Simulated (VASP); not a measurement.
# SbSe5 (F-43m) in VASP: further runs

SbSe5 is run at these levels: PBE; tasks: single point.

Program: VASP 6.6.1. These are calculated values, not measurements. Logs are shortened: lines on timing, memory, paths and dates and some standing lists are left out, and cuts for length are marked.

### Step 1. The cell of the first run

The structure is cubic, space group F-43m (No. 216). Conventional cell: a = 8.077 Å, b = 8.077 Å, c = 8.077 Å, α = 90.00°, β = 90.00°, γ = 90.00°. Within 4.4 Å of Sb (site symmetry -43m) lie 16 Se at 3.36 to 3.50 Å. Within 4.4 Å of Se (site symmetry -43m) lie 12 Se at 3.34 Å and 4 Sb at 3.50 Å. Se (site symmetry 3m) has 9 Se at 2.75 to 3.34 Å and 3 Sb at 3.36 Å within 3.6 Å.

The cell was built from a structure type or drawn by symmetry, and may not be a known phase.

### Step 2. Single point, PBE

INCAR reads:

```
ALGO = Normal ; EDIFF = 1E-6
ENCUT = 500 ; GGA = PE
GGA_COMPAT = F ; ISIF = 2
ISMEAR = 0 ; LASPH = T
LCHARG = F ; LREAL = F
LWAVE = F ; NBANDS = 26
NELM = 120 ; PREC = Accurate
SIGMA = 0.2
```

KPOINTS reads:

```
k-points
0
Gamma
  3 3 3
```

POSCAR reads:

```
SbSe5
1.0
    0.0000000000      4.0387276030      4.0387276030
    4.0387276030      0.0000000000      4.0387276030
    4.0387276030      4.0387276030      0.0000000000
Sb Se
1 5
Direct
    0.0000000000      0.0000000000      0.0000000000
    0.2500000000      0.2500000000      0.2500000000
    0.1386393550      0.6204535483      0.6204535483
    0.6204535483      0.6204535483      0.6204535483
    0.6204535483      0.6204535483      0.1386393550
    0.6204535483      0.1386393550      0.6204535483
```

Potentials or basis: VASP PAW PBE potentials, release 64 (Sb, Se).

Launch:

```sh
> cat potpaw_PBE.64/Sb/POTCAR potpaw_PBE.64/Se/POTCAR > POTCAR
> mpirun -np 1 vasp_std > vasp.out
```

OUTCAR:

```text
EDIFF = 1E-6
   ENCUT = 500
   GGA = PE
   ISIF = 2
   ISMEAR = 0
   LASPH = T
   LREAL = F
   NELM = 120
   PREC = Accurate

 ion  position               nearest neighbor table
   1  0.000  0.000  0.000-
   2  0.250  0.250  0.250-
   3  0.139  0.620  0.620-   4 2.75   5 2.75   6 2.75
   4  0.620  0.620  0.620-   3 2.75   5 2.75   6 2.75
   5  0.620  0.620  0.139-   3 2.75   4 2.75   6 2.75
   6  0.620  0.139  0.620-   3 2.75   4 2.75   5 2.75

  LATTYP: Found a face centered cubic cell.
 ALAT       =     8.0774552060

  Lattice vectors:

 A1 = (   0.0000000000,   4.0387276030,   4.0387276030)
 A2 = (   4.0387276030,   0.0000000000,   4.0387276030)
 A3 = (   4.0387276030,   4.0387276030,   0.0000000000)

Analysis of symmetry for initial positions (statically):
=====================================================================
 Subroutine PRICEL returns:
 Original cell was already a primitive cell.

 Routine SETGRP: Setting up the symmetry group for a
 face centered cubic supercell.

 Subroutine GETGRP returns: Found 24 space group operations
 (whereof 24 operations were pure point group operations)
 out of a pool of 48 trial point group operations.

The static configuration has the point symmetry T_d .

Analysis of symmetry for dynamics (positions and initial velocities):
=====================================================================
 Subroutine PRICEL returns:
 Original cell was already a primitive cell.

 Routine SETGRP: Setting up the symmetry group for a
 face centered cubic supercell.

 Subroutine GETGRP returns: Found 24 space group operations
 (whereof 24 operations were pure point group operations)
 out of a pool of 48 trial point group operations.

The dynamic configuration has the point symmetry T_d .

 Subroutine INISYM returns: Found 24 space group operations
 (whereof 24 operations are pure point group operations),
 and found     1 'primitive' translations

----------------------------------------------------------------------------------------

                                     Primitive cell

  volume of cell :     131.7540

  direct lattice vectors                    reciprocal lattice vectors
[... 73 lines left out ...]
   NELM   =    120;   NELMIN=  2; NELMDL= -5     # of ELM steps
   EDIFF  = 0.1E-05   stopping-criterion for ELM
   LREAL  =      F    real-space projection
   EDIFFG = 0.1E-04   stopping-criterion for IOM
   NSW    =      0    number of steps for IOM
   IBRION =     -1    ionic relax: 0-MD 1-quasi-New 2-CG
   NFREE  =      0    steps in history (QN), initial steepest desc. (CG)
   ISIF   =      2    stress and relaxation
   ISYM   =      2    0-nonsym 1-usesym 2-fastsym
   POTIM  = 0.5000    time-step for ionic-motion
   TEBEG  =    0.0;   TEEND  =   0.0 temperature during run
   PSTRESS=    0.0 pullay stress
   NELECT =      35.0000    total number of electrons
   NUPDOWN=      -1.0000    fix difference up-down
   EMIN   =  10.00;   EMAX   =-10.00  energy-range for DOS
   EFERMI =   0.00;   METHOD = LEGACY
   ISMEAR =     0;   SIGMA  =   0.20  broadening in eV -4-tet -1-fermi 0-gaus
   EFERMI_NEDOS =   21; number of points for ismear=-14 and -15
   IALGO  =     38    algorithm
   IMIX   =      4    mixing-type and parameters
     AMIX     =   0.40;   BMIX     =  1.00
     AMIX_MAG =   1.60;   BMIX_MAG =  1.00
  volume/ion in A,a.u.               =      21.96       148.19
  Fermi-wavevector in a.u.,A,eV,Ry     =   1.052389  1.988727 15.068759  1.107523
  Thomas-Fermi vector in A             =   2.187470
   LORBIT       =      0    0 simple, 1 ext, 2 COOP (PROOUT), +10 PAW based schemes
   GGA     = PE    functional components
   LHFCALC =     F    Hartree Fock is set to
   AEXX    =    0.0000 exact exchange contribution
   IVDW    =     0    specifies the selected vdW correction
   LEPSILON=     F    determine dielectric tensor
   LRPA    =     F    only Hartree local field effects (RPA)
 non-spin polarized calculation
 Gauss-broadening in eV      SIGMA  =   0.20
  energy-cutoff  :      500.00
  volume of cell :      131.75
 maximum number of plane-waves:      3383
 NGX is ok and might be reduce to    42
   NGX = 21   NGY = 21   NGZ = 21

 number of electron      34.9999998 magnetization

 Free energy of the ion-electron system (eV)
  ---------------------------------------------------
  ext. energy  EPLUGINS =         0.00000000
  ---------------------------------------------------
  free energy    TOTEN  =       -17.84339349 eV

  energy without entropy =      -17.75652862  energy(sigma->0) =      -17.79996105

 E-fermi :   5.6564     XC(G=0): -10.3850

 val. band max:        5.5858223861   @ k =   0.3333   0.0000   0.0000
 cond. band min:       5.7141419466   @ k =  -0.3333   0.3333   0.0000
 fundamental gap:      0.1283195605
 Fermi energy:         5.6564292635

 k-point     1 :       0.0000    0.0000    0.0000
  band No.  band energies     occupation
      1     -10.2684      2.00000
      2      -6.2816      2.00000
      3      -6.2816      2.00000
      4      -6.2816      2.00000
      5      -6.1478      2.00000
      6      -3.0554      2.00000
[... 105 lines left out ...]
     25      12.3202      0.00000
     26      12.6189      0.00000

------------------------ aborting loop because EDIFF is reached ----------------------------------------

  FORCE on cell =-STRESS in cart. coord.  units (eV):
  Direction    XX          YY          ZZ          XY          YZ          ZX
  --------------------------------------------------------------------------------------
  -------------------------------------------------------------------------------------
  Total       -0.0641813     -0.0641813     -0.0641813      0.0000000      0.0000000      0.0000000
  in kB       -0.7804683     -0.7804683     -0.7804683      0.0000000      0.0000000      0.0000000
  external PRESSURE =      -0.7804683 kB  Pullay stress =       0.0000000 kB

 VOLUME and BASIS-vectors are now :
 -----------------------------------------------------------------------------
  energy-cutoff  :      500.00
  volume of cell :      131.75
      direct lattice vectors                 reciprocal lattice vectors
     0.000000000  4.038727603  4.038727603    -0.123801367  0.123801367  0.123801367
     4.038727603  0.000000000  4.038727603     0.123801367 -0.123801367  0.123801367
     4.038727603  4.038727603  0.000000000     0.123801367  0.123801367 -0.123801367

 POSITION                                       TOTAL-FORCE (eV/Angst)
 -----------------------------------------------------------------------------------
      0.00000      0.00000      0.00000         0.000000      0.000000      0.000000
      2.01936      2.01936      2.01936         0.000000      0.000000      0.000000
      5.01169      3.06577      3.06577        -0.000342      0.000342      0.000342
      5.01169      5.01169      5.01169        -0.000342     -0.000342     -0.000342
      3.06577      3.06577      5.01169         0.000342      0.000342     -0.000342
      3.06577      5.01169      3.06577         0.000342     -0.000342      0.000342
 -----------------------------------------------------------------------------------
    total drift:                                0.000000      0.000000      0.000000

  FREE ENERGIE OF THE ION-ELECTRON SYSTEM (eV)
  ---------------------------------------------------
  free  energy   TOTEN  =       -17.8433934861 eV

  energy  without entropy=      -17.7565286150  energy(sigma->0) =      -17.79996105
```

OSZICAR:

```text
N       E                     dE             d eps       ncg     rms          rms(c)
DAV:   1     0.172787407332E+03    0.17279E+03   -0.13732E+04   208   0.109E+03
DAV:   2    -0.423142890184E+01   -0.17702E+03   -0.17058E+03   268   0.181E+02
DAV:   3    -0.180744510380E+02   -0.13843E+02   -0.13586E+02   252   0.563E+01
DAV:   4    -0.182680247582E+02   -0.19357E+00   -0.19225E+00   232   0.735E+00
DAV:   5    -0.182700162469E+02   -0.19915E-02   -0.19899E-02   254   0.789E-01    0.789E+00
DAV:   6    -0.179123776828E+02    0.35764E+00   -0.14752E+00   230   0.434E+00    0.476E+00
DAV:   7    -0.178583532611E+02    0.54024E-01   -0.48860E-01   232   0.233E+00    0.302E+00
DAV:   8    -0.178434070846E+02    0.14946E-01   -0.83152E-02   228   0.125E+00    0.104E+00
DAV:   9    -0.178434220029E+02   -0.14918E-04   -0.12010E-02   224   0.502E-01    0.179E-01
DAV:  10    -0.178433895393E+02    0.32464E-04   -0.68591E-04   220   0.124E-01    0.747E-02
DAV:  11    -0.178433938546E+02   -0.43153E-05   -0.89415E-05   240   0.437E-02    0.195E-02
DAV:  12    -0.178433934861E+02    0.36858E-06   -0.81187E-06   222   0.148E-02
   1 F= -.17843393E+02 E0= -.17799961E+02  d E =-.868649E-01
```

It took 10 s on 1 thread of AMD EPYC 9R45 (Zen 5), shared host; peak memory 0.21 GiB.

What came out:

| Quantity | Value |
| --- | --- |
| Free energy | -17.8434 eV |
| Pressure | -0.1 GPa |
| Band gap on the k mesh | zero (an odd number of electrons rules out a gap without spin polarisation) |

Levels at points of the mesh, in eV from the Fermi level:
```csv
k point,band 15,band 16,band 17,band 18,band 19,band 20
"(0.00, 0.00, 0.00)",-2.43,1.11,1.11,1.11,1.62,1.62
```

Caveat: the k points lie up to 0.45 Å⁻¹ apart, too coarse for converged energies and pressures of a metal; spin-orbit coupling is left out, which moves the levels of the heavy elements.

### Step 3. Single point, PBE

INCAR reads:

```
  PREC = Accurate
  ENCUT = 500
  EDIFF = 1E-6
  ISMEAR = 0
  SIGMA = 0.2
  LREAL = F
  LASPH = T
  NELM = 120
  ALGO = Normal
  ISIF = 2
  LWAVE = F
  LCHARG = T
  GGA = PE
  LELF = T
  LVHAR = T
  NBANDS = 26
  GGA_COMPAT = F
```

KPOINTS reads:

```
Automatic mesh
0
Gamma
  3 3 3
```

POSCAR reads:

```
SbSe5
1.0
    0.0000000000      4.0392265489      4.0392265489
    4.0392265489      0.0000000000      4.0392265489
    4.0392265489      4.0392265489      0.0000000000
Sb Se
1 5
Direct
    0.0000000000      0.0000000000      0.0000000000
    0.3800617077      0.3800617077      0.8598148769
    0.3800617077      0.8598148769      0.3800617077
    0.8598148769      0.3800617077      0.3800617077
    0.3800617077      0.3800617077      0.3800617077
    0.7500000000      0.7500000000      0.7500000000
```

Potentials or basis: VASP PAW PBE potentials, release 64 (Sb, Se).

Launch:

```sh
> cat potpaw_PBE.64/Sb/POTCAR potpaw_PBE.64/Se/POTCAR > POTCAR
> mpirun -np 1 vasp_std > vasp.out
```

Wall time 11 s (1 thread of AMD EPYC 9R45 (Zen 5), shared host); peak memory 0.21 GiB.

Results (log left out):

| Property | Result |
| --- | --- |
| Free energy | -17.8426 eV |
| Pressure | 0.0 GPa |
| Largest force | 0.058 eV/Å |
| Band gap on the k mesh | zero (an odd number of electrons rules out a gap without spin polarisation) |

Forces in eV/Å, atoms in the order of the input:
```
Sb   0.000  0.000  0.000
Se   0.033  0.033 -0.033
Se   0.033 -0.033  0.033
Se  -0.033  0.033  0.033
Se  -0.033 -0.033 -0.033
Se   0.000  0.000  0.000
```

Levels at points of the mesh, in eV from the Fermi level:
| k point | band 13 | band 14 | band 15 | band 16 | band 17 | band 18 | band 19 | band 20 | band 21 | band 22 |
| --- | --- | --- | --- | --- | --- | --- | --- | --- | --- | --- |
| (0.00, 0.00, 0.00) | -2.44 | -2.44 | -2.44 | 1.09 | 1.09 | 1.09 | 1.61 | 1.61 | 1.61 | 3.93 |

Caveat: the k points lie up to 0.45 Å⁻¹ apart, too coarse for converged energies and pressures of a metal; spin-orbit coupling is left out, which moves the levels of the heavy elements.

### Step 4. Single point, PBE

This run uses another cell than the first one, of 38.38 Å³/atom.

INCAR reads:

```
SYSTEM = SbSe5
PREC = Accurate ; ENCUT = 500
EDIFF = 1E-6 ; ISMEAR = 0
SIGMA = 0.2 ; LREAL = .FALSE.
LASPH = .TRUE. ; NELM = 120
ALGO = Normal ; ISIF = 2
LWAVE = .FALSE. ; LCHARG = .FALSE.
GGA = PE ; NBANDS = 26
GGA_COMPAT = .FALSE.
```

KPOINTS reads:

```
regular mesh
0
G
  3 3 3
  0 0 0
```

POSCAR reads:

```
SbSe5
1.0
    0.0000000000      4.8649180519      4.8649180519
    4.8649180519      0.0000000000      4.8649180519
    4.8649180519      4.8649180519      0.0000000000
Sb Se
1 5
Direct
    0.7500000000      0.7500000000      0.7500000000
    0.1461406198      0.1461406198      0.1461406198
    0.1461406198      0.1461406198      0.5615781406
    0.1461406198      0.5615781406      0.1461406198
    0.5615781406      0.1461406198      0.1461406198
    0.0000000000      0.0000000000      0.0000000000
```

Launch:

```sh
> cat potpaw_PBE.64/Sb/POTCAR potpaw_PBE.64/Se/POTCAR > POTCAR
> mpirun -np 1 vasp_std > vasp.out
```

Run time: 20 s. Hardware: 1 thread of AMD EPYC 9R45 (Zen 5), shared host; peak memory 0.3 GiB.

It converged, with:

```
Free energy            : -16.4769 eV
Pressure               : -0.1 GPa
Largest force          : 0.094 eV/Å
Band gap on the k mesh : zero (an odd number of electrons rules out a gap without spin polarisation)
```

Forces on the atoms (eV/Å):
```
Sb   0.000  0.000  0.000
Se   0.054  0.054  0.054
Se  -0.054 -0.054  0.054
Se  -0.054  0.054 -0.054
Se   0.054 -0.054 -0.054
Se   0.000  0.000  0.000
```

Levels at points of the mesh, in eV from the Fermi level:
```
           k point  band 15  band 16  band 17  band 18  band 19  band 20  band 21  band 22
(0.00, 0.00, 0.00)    -1.14    -0.09    -0.09    -0.09     0.37     0.37     0.37     2.10
```

Caveat: the k points lie up to 0.37 Å⁻¹ apart, too coarse for converged energies and pressures of a metal; spin-orbit coupling is left out, which moves the levels of the heavy elements.

### Step 5. Single point, PBE

This run uses another cell than the first one, of 41.04 Å³/atom.

INCAR reads:

```
SYSTEM = SbSe5
PREC = Accurate
ENCUT = 500
EDIFF = 1E-6
ISMEAR = 0
SIGMA = 0.2
LREAL = .FALSE.
LASPH = .TRUE.
NELM = 120
ALGO = Normal
ISIF = 2
LWAVE = .FALSE.
LCHARG = .FALSE.
GGA = PE
NBANDS = 26
GGA_COMPAT = .FALSE.
```

KPOINTS reads:

```
Automatic mesh
0
G
  3 3 3
  0 0 0
```

POSCAR reads:

```
SbSe5
1.0
    0.0000000000      4.9749082778      4.9749082778
    4.9749082778      0.0000000000      4.9749082778
    4.9749082778      4.9749082778      0.0000000000
Sb Se
1 5
Direct
    0.5000000000      0.5000000000      0.5000000000
    0.6497518874      0.6497518874      0.6497518874
    0.6497518874      0.6497518874      0.0507443378
    0.6497518874      0.0507443378      0.6497518874
    0.0507443378      0.6497518874      0.6497518874
    0.0000000000      0.0000000000      0.0000000000
```

Potentials or basis: VASP PAW PBE potentials, release 64 (Sb, Se).

Launch:

```sh
> cat potpaw_PBE.64/Sb/POTCAR potpaw_PBE.64/Se/POTCAR > POTCAR
> mpirun -np 1 vasp_std > vasp.out
```

OUTCAR:

```text
SYSTEM = SbSe5
   PREC = Accurate
   ENCUT = 500
   EDIFF = 1E-6
   ISMEAR = 0
   LREAL = .FALSE.
   LASPH = .TRUE.
   NELM = 120
   ISIF = 2
   GGA = PE

 ion  position               nearest neighbor table
   1  0.500  0.500  0.500-   2 2.58   3 2.58   4 2.58   5 2.58
   2  0.650  0.650  0.650-   1 2.58
   3  0.650  0.650  0.051-   1 2.58
   4  0.650  0.051  0.650-   1 2.58
   5  0.051  0.650  0.650-   1 2.58
   6  0.000  0.000  0.000-

  LATTYP: Found a face centered cubic cell.
 ALAT       =     9.9498165556

  Lattice vectors:

 A1 = (   0.0000000000,   4.9749082778,   4.9749082778)
 A2 = (   4.9749082778,   0.0000000000,   4.9749082778)
 A3 = (   4.9749082778,   4.9749082778,   0.0000000000)

Analysis of symmetry for initial positions (statically):
=====================================================================
 Subroutine PRICEL returns:
 Original cell was already a primitive cell.

[... 155 lines left out ...]
  energy without entropy =      -16.67590668  energy(sigma->0) =      -16.80711679

 E-fermi :   0.3012     XC(G=0):  -7.0450

 val. band max:        0.2001945408   @ k =   0.3333   0.0000   0.0000
 cond. band min:       0.4357789768   @ k =  -0.3333   0.3333   0.0000
 fundamental gap:      0.2355844360
 Fermi energy:         0.3011744715

 k-point     1 :       0.0000    0.0000    0.0000
  band No.  band energies     occupation
      1     -14.4068      2.00000
      2     -12.0454      2.00000
      3     -12.0454      2.00000
      4     -12.0454      2.00000
      5     -10.6024      2.00000
      6      -9.7263      2.00000
[... 105 lines left out ...]
     25       5.8341      0.00000
     26       6.6458      0.00000

------------------------ aborting loop because EDIFF is reached ----------------------------------------

  FORCE on cell =-STRESS in cart. coord.  units (eV):
  Direction    XX          YY          ZZ          XY          YZ          ZX
  --------------------------------------------------------------------------------------
  -------------------------------------------------------------------------------------
  Total        0.6333448      0.6333448      0.6333448     -0.0000000     -0.0000000     -0.0000000
  in kB        4.1206482      4.1206482      4.1206482     -0.0000000     -0.0000000     -0.0000000
  external PRESSURE =       4.1206482 kB  Pullay stress =       0.0000000 kB

 VOLUME and BASIS-vectors are now :
 -----------------------------------------------------------------------------
  energy-cutoff  :      500.00
  volume of cell :      246.26
      direct lattice vectors                 reciprocal lattice vectors
     0.000000000  4.974908278  4.974908278    -0.100504366  0.100504366  0.100504366
     4.974908278  0.000000000  4.974908278     0.100504366 -0.100504366  0.100504366
     4.974908278  4.974908278  0.000000000     0.100504366  0.100504366 -0.100504366

 POSITION                                       TOTAL-FORCE (eV/Angst)
 -----------------------------------------------------------------------------------
      4.97491      4.97491      4.97491        -0.000000      0.000000     -0.000000
      6.46491      6.46491      6.46491        -0.055436     -0.055436     -0.055436
      3.48490      3.48490      6.46491         0.055436      0.055436     -0.055436
      3.48490      6.46491      3.48490         0.055436     -0.055436      0.055436
      6.46491      3.48490      3.48490        -0.055436      0.055436      0.055436
      0.00000      0.00000      0.00000        -0.000000      0.000000     -0.000000
 -----------------------------------------------------------------------------------
    total drift:                               -0.000000     -0.000000     -0.000000

  FREE ENERGIE OF THE ION-ELECTRON SYSTEM (eV)
  ---------------------------------------------------
  free  energy   TOTEN  =       -16.9383268984 eV

  energy  without entropy=      -16.6759066761  energy(sigma->0) =      -16.80711679
```

stdout:

```text
POSCAR found type information on POSCAR SbSe
 POSCAR found :  2 types and       6 ions
 scaLAPACK will be used
 LDA part: xc-table for (Slater+PW92), standard interpolation
 POSCAR, INCAR and KPOINTS ok, starting setup
 FFT: planning ... GRIDC
 FFT: planning ... GRID_SOFT
 FFT: planning ... GRID
 WAVECAR not read
 entering main loop
```

It took 27 s on 1 thread of AMD EPYC 9R45 (Zen 5), shared host; peak memory 0.35 GiB.

Results:

| Item | Value |
| --- | --- |
| Free energy | -16.9383 eV |
| Pressure | 0.4 GPa |
| Largest force | 0.096 eV/Å |
| Band gap on the k mesh | zero (an odd number of electrons rules out a gap without spin polarisation) |

Forces in eV/Å, atoms in the order of the input:
```
Sb   0.000  0.000  0.000
Se  -0.055 -0.055 -0.055
Se   0.055  0.055 -0.055
Se   0.055 -0.055  0.055
Se  -0.055  0.055  0.055
Se   0.000  0.000  0.000
```

Caveat: the k points lie up to 0.36 Å⁻¹ apart, too coarse for converged energies and pressures of a metal; spin-orbit coupling is left out, which moves the levels of the heavy elements.

### Step 6. Summary

| cell | gap on the mesh (eV) | pressure (GPa) | largest force (eV/Å) |
| --- | --- | --- | --- |
| a = 5.712 Å, angles 60.0°, 6 atoms, atomic positions A | none | 0.0 | 0.06 |
| a = 6.880 Å, angles 60.0°, 6 atoms, atomic positions B | none | -0.1 | 0.09 |
| a = 7.036 Å, angles 60.0°, 6 atoms, atomic positions C | none | 0.4 | 0.10 |

Alike in all rows: task single point; level PBE; potentials or basis VASP PAW PBE potentials, release 64 (Sb, Se); no spin polarisation; k mesh 3 × 3 × 3; cutoff (eV) 500; smearing gaussian 0.2 eV.

Caveats: all runs use coarse meshes; spin-orbit coupling is left out, which moves the levels of the heavy elements.

Total energies depend on the potentials used, so only differences within one code and one set of settings carry meaning.
